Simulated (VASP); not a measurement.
# La2Pd2Pb in VASP: a series of runs, part 2 of 2

VASP 6.6.1.

**4. Single point, PBE**

File INCAR:

```
ALGO = Normal ; EDIFF = 1E-6
ENCUT = 520 ; GGA = PE
ISIF = 2 ; ISMEAR = 1
LASPH = True ; LCHARG = False
LREAL = False ; LWAVE = False
NBANDS = 67 ; NELM = 100
PREC = Accurate ; SIGMA = 0.15
```

File KPOINTS:

```
k-points
0
Gamma
  2 2 3
```

File POSCAR:

```
La2Pd2Pb
1.0
    6.7798500000      0.5714380000      0.0341630000
    0.8933620000      6.8569780000      0.4117780000
    0.3013860000     -1.0260820000      5.5525320000
Pd Pb La
4 2 4
Direct
    0.2927109240      0.0894409429      0.1503610072
    0.2885368040      0.7317086996      0.0100336517
    0.5572245091      0.8196002823      0.3448490120
    0.4531629618      0.3916234818      0.1608089174
    0.0100933369      0.4556154908      0.1630338638
    0.5023963149      0.2710676752      0.6953600501
    0.8235573306      0.1285931727      0.2709866366
    0.6691627110      0.8499389544      0.8316379323
    0.1753220334     -0.0086558710      0.6616854744
    0.1012159877      0.5292727427      0.6681319958
```

Potentials or basis: VASP PAW PBE potentials, release 64 (Pd, Pb_d, La).

The run is started by

```console
$ cat potpaw_PBE.64/Pd/POTCAR potpaw_PBE.64/Pb_d/POTCAR potpaw_PBE.64/La/POTCAR > POTCAR
$ mpirun -np 1 vasp_std > vasp.out
```

OUTCAR:

```text
EDIFF = 1E-6
   ENCUT = 520
   GGA = PE
   ISIF = 2
   ISMEAR = 1
   LASPH = True
   LREAL = False
   NELM = 100
   PREC = Accurate

 ion  position               nearest neighbor table
   1  0.293  0.089  0.150-   2 2.52   4 2.55   3 2.68   5 2.83   9 2.95   8 3.11   9 3.15   7 3.18
                             6 3.38   6 3.66
   2  0.289  0.732  0.010-   1 2.52   4 2.64  10 2.77   3 2.79   9 2.84   8 3.04   5 3.13   6 3.46

   3  0.557  0.820  0.345-   1 2.68   2 2.79   8 2.88   8 3.01   9 3.03   7 3.13   4 3.26   6 3.45
                             5 3.57
   4  0.453  0.392  0.161-   1 2.55   2 2.64   6 2.65   7 2.92   5 2.95   6 3.24   3 3.26  10 3.56
[... 775 lines left out ...]
  external PRESSURE =      79.2798326 kB  Pullay stress =       0.0000000 kB

 VOLUME and BASIS-vectors are now :
 -----------------------------------------------------------------------------
  energy-cutoff  :      520.00
  volume of cell :      258.13
      direct lattice vectors                 reciprocal lattice vectors
     6.779850000  0.571438000  0.034163000     0.149133267 -0.018735810 -0.011557098
     0.893362000  6.856978000  0.411778000    -0.012427667  0.145797497  0.027617259
     0.301386000 -1.026082000  5.552532000     0.000004070 -0.010697125  0.178121017

 POSITION                                       TOTAL-FORCE (eV/Angst)
 -----------------------------------------------------------------------------------
      2.10976      0.62628      0.88171        -0.237792      0.689287      0.395559
      2.61294      5.17190      0.36687        -0.608980     -0.723768      0.144275
      4.61403      5.58456      2.27132         0.540576     -0.729021      0.335468
      3.47070      2.77930      1.06964         0.955571      0.639974      1.382466
      0.52460      2.96263      1.09321        -0.607677      1.365442     -0.279113
      3.85791      1.43230      3.98979         1.385826      0.520682     -0.284813
      5.78015      1.07432      1.58575        -0.602448     -1.182647     -0.623234
      5.54677      5.35707      4.99054        -0.219995     -1.636308     -0.124504
      2.27371      6.21887      4.08823        -0.299858      0.391747     -0.398574
      1.36043      3.00149      3.93123        -0.305221      0.664613     -0.547531
 -----------------------------------------------------------------------------------
    total drift:                               -0.000214      0.001584      0.000748

  FREE ENERGIE OF THE ION-ELECTRON SYSTEM (eV)
  ---------------------------------------------------
  free  energy   TOTEN  =       -48.4886820613 eV

  energy  without entropy=      -48.4796557299  energy(sigma->0) =      -48.48567328
```

OSZICAR:

```text
N       E                     dE             d eps       ncg     rms          rms(c)
DAV:   1     0.140454340881E+04    0.14045E+04   -0.43066E+04  1072   0.248E+03
DAV:   2     0.417610540091E+03   -0.98693E+03   -0.93199E+03  1088   0.505E+02
DAV:   3     0.653238171813E+02   -0.35229E+03   -0.34283E+03  1416   0.298E+02
DAV:   4    -0.238149148515E+02   -0.89139E+02   -0.83886E+02  1901   0.123E+02
DAV:   5    -0.465133351766E+02   -0.22698E+02   -0.21190E+02  2064   0.560E+01    0.173E+01
DAV:   6    -0.546774509073E+02   -0.81641E+01   -0.19541E+02  2008   0.753E+01    0.210E+01
DAV:   7    -0.494617004132E+02    0.52158E+01   -0.35745E+01  1944   0.383E+01    0.730E+00
DAV:   8    -0.484381250019E+02    0.10236E+01   -0.10006E+01  2008   0.156E+01    0.370E+00
DAV:   9    -0.485293359284E+02   -0.91211E-01   -0.21974E+00  2120   0.797E+00    0.153E+00
DAV:  10    -0.484999861822E+02    0.29350E-01   -0.35530E-01  1920   0.486E+00    0.855E-01
DAV:  11    -0.484871508669E+02    0.12835E-01   -0.10786E-01  2096   0.252E+00    0.301E-01
DAV:  12    -0.484882222720E+02   -0.10714E-02   -0.17788E-02  2000   0.962E-01    0.160E-01
DAV:  13    -0.484885770379E+02   -0.35477E-03   -0.22529E-03  2016   0.361E-01    0.716E-02
DAV:  14    -0.484886535576E+02   -0.76520E-04   -0.53667E-04  1992   0.196E-01    0.404E-02
DAV:  15    -0.484886760841E+02   -0.22526E-04   -0.12639E-04  2000   0.990E-02    0.141E-02
DAV:  16    -0.484886817574E+02   -0.56733E-05   -0.42075E-05  2128   0.411E-02    0.606E-03
DAV:  17    -0.484886820613E+02   -0.30387E-06   -0.66804E-06  1328   0.214E-02
   1 F= -.48488682E+02 E0= -.48485673E+02  d E =-.902633E-02
```

stdout:

```text
POSCAR found type information on POSCAR PdPbLa
 POSCAR found :  3 types and      10 ions
 scaLAPACK will be used
 LDA part: xc-table for (Slater+PW92), standard interpolation
 POSCAR, INCAR and KPOINTS ok, starting setup
 FFT: planning ... GRIDC
 FFT: planning ... GRID_SOFT
 FFT: planning ... GRID
 WAVECAR not read
 entering main loop
```

It took 6.4 min on 1 thread of Intel Xeon Platinum 8375C at 2.90GHz (Ice Lake), shared host; peak memory 0.41 GiB.

Results:

```yaml
Free_energy: -48.4887 eV
Pressure: 7.9 GPa
Largest_force: 1.798 eV/Å
Band_gap_on_the_k_mesh: zero (bands 56 and 57 overlap by 0.03 eV)
```

Forces in eV/Å, atoms in the order of the input:
```
Pd  -0.238  0.689  0.396
Pd  -0.609 -0.724  0.144
Pd   0.541 -0.729  0.335
Pd   0.956  0.640  1.382
Pb  -0.608  1.365 -0.279
Pb   1.386  0.521 -0.285
La  -0.602 -1.183 -0.623
La  -0.220 -1.636 -0.125
La  -0.300  0.392 -0.399
La  -0.305  0.665 -0.548
```

Caveat: the k points lie up to 0.47 Å⁻¹ apart; spin-orbit coupling is left out, which moves the levels of the heavy elements.

**5. The runs side by side**

| cell | gap on the mesh (eV) | pressure (GPa) | largest force (eV/Å) |
| --- | --- | --- | --- |
| as given, atomic positions A | none | 9.8 | 2.06 |
| as given, atomic positions B | none | 9.1 | 2.00 |
| as given, atomic positions C | none | 7.9 | 1.80 |

Alike in all rows: task single point; level PBE; potentials or basis VASP PAW PBE potentials, release 64 (Pd, Pb_d, La); no spin polarisation; k mesh 2 × 2 × 3; cutoff (eV) 520; smearing methfessel-paxton 0.15 eV.

Caveats: all runs use coarse meshes; spin-orbit coupling is left out, which moves the levels of the heavy elements.

Absolute energies hang on the potentials; compare differences alone.
